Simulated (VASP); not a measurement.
A run of VASP 6.6.1:

The input INCAR:

```
PREC     = Accurate       # precision mode
ENCUT    = 520            # plane-wave cutoff, eV
EDIFF    = 1E-6           # SCF threshold, eV
ISMEAR   = -1             # smearing method
SIGMA    = 0.08           # smearing width, eV
LREAL    = False          # projectors in reciprocal space
LASPH    = True           # aspherical terms in the spheres
NELM     = 60             # most SCF steps
ALGO     = Normal         # electronic algorithm
ISIF     = 2              # what is computed and relaxed
LWAVE    = False          # write WAVECAR
LCHARG   = False          # write CHGCAR
GGA      = PE             # functional
NBANDS   = 20             # bands
```

The input KPOINTS:

```
Automatic mesh
0
Gamma
  16 16 9
```

File POSCAR:

```
In
1.0
    2.6840700530      0.0000000000      0.0000000000
   -1.3420350265      2.3244728514      0.0000000000
    0.0000000000      0.0000000000      4.4566613213
In
2
Direct
    0.3333333333      0.6666666667      0.2500000000
    0.6666666667      0.3333333333      0.7500000000
```

Potentials or basis: VASP PAW PBE potentials, release 64 (In_d).

The run is started by

```console
$ cat potpaw_PBE.64/In_d/POTCAR > POTCAR
$ mpirun -np 1 vasp_std > vasp.out
```

Hardware: 1 thread of Intel Xeon 6975P-C, with other jobs on the host.

Task: How long does it take, and how much memory?

Result: Run time: 46 s on 1 thread of Intel Xeon 6975P-C (shared host), peak memory 0.19 GiB. Counts: scf iterations 12, k points 150.
